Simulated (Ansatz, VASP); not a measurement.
# W in VASP and in Ansatz

```xyz
1
Lattice="-1.5797 1.5797 1.5797 1.5797 -1.5797 1.5797 1.5797 1.5797 -1.5797" Properties=species:S:1:pos:R:3 pbc="T T T"
W     0.0000    0.0000    0.0000
```

Alike in both runs: functional PBE; dispersion D3(BJ); k mesh 18 × 18 × 18; occupations gaussian, width 0.1 eV; no spin polarisation.

Ansatz relaxed the structure, and its values are those at the end. VASP's run is a single point on that final structure, the one shown.

|  | VASP | Ansatz |
| --- | --- | --- |
| version | VASP 6.6.1 | Ansatz 0.2.0 |
| potentials or method | VASP PAW PBE potentials, release 64 (W_sv), cutoff 500 eV | scalar-relativistic, plane waves, PAW |
| valence electrons in the cell | 14 | 14 |

```tsv
	VASP	Ansatz	Ansatz less VASP
gap on the k mesh at the Fermi level (eV)	none	none	-
pressure (GPa)	0.6	0.0	-0.57
```

A gap of «none» marks a metal or a gap that the smearing closes.

Spin-orbit coupling is off throughout.
